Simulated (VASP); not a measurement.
A run of VASP 6.6.1 is set up as follows.

POSCAR

```
Mg2SO
1.0
    3.6748652521      0.0000000000      0.0000000000
    0.0000000000      3.6748652521      0.0000000000
    0.0000000000      0.0000000000      4.8839684028
O Mg S
1 2 1
Direct
    0.0000000000      0.0000000000      0.0000000000
    0.0000000000      0.5000000000      0.8113170196
    0.5000000000      0.0000000000      0.1886829804
    0.5000000000      0.5000000000      0.5000000000
```

INCAR.step1

```
ALGO = Normal
EDIFF = 1E-5
ENCUT = 520
GGA = PE
ISIF = 2
ISMEAR = 0
LASPH = T
LREAL = F
LWAVE = T
NBANDS = 16
NELM = 80
PREC = Accurate
SIGMA = 0.01
```

File INCAR.step2:

```
AEXX = 0.05
ALGO = Normal
EDIFF = 1E-6
ENCUT = 520
GGA = PE
HFSCREEN = 0.2078
ISIF = 2
ISMEAR = 0
ISTART = 1
LASPH = T
LCHARG = T
LELF = T
LHFCALC = T
LREAL = F
LVHAR = T
LWAVE = F
NBANDS = 16
NELM = 80
PREC = Accurate
PRECFOCK = Normal
SIGMA = 0.01
```

File KPOINTS:

```
k-points
0
Gamma
  4 4 2
```

Potentials or basis: VASP PAW PBE potentials, release 64 (O, Mg, S).

Launch:

```sh
$ cat potpaw_PBE.64/O/POTCAR potpaw_PBE.64/Mg/POTCAR potpaw_PBE.64/S/POTCAR > POTCAR
$ cp INCAR.step1 INCAR
$ mpirun -np 1 vasp_std > vasp.out
$ cp INCAR.step2 INCAR
$ mpirun -np 1 vasp_std > vasp.out
```

(1) Estimate the largest force.

(2) What does it give for the pressure?

Results:

(1) 0.063 eV/Å.

(2) 1.4 GPa.

Caveat: the k points lie up to 0.64 Å⁻¹ apart; the PAW data sets were made with another functional, which shifts forces and pressure a little.
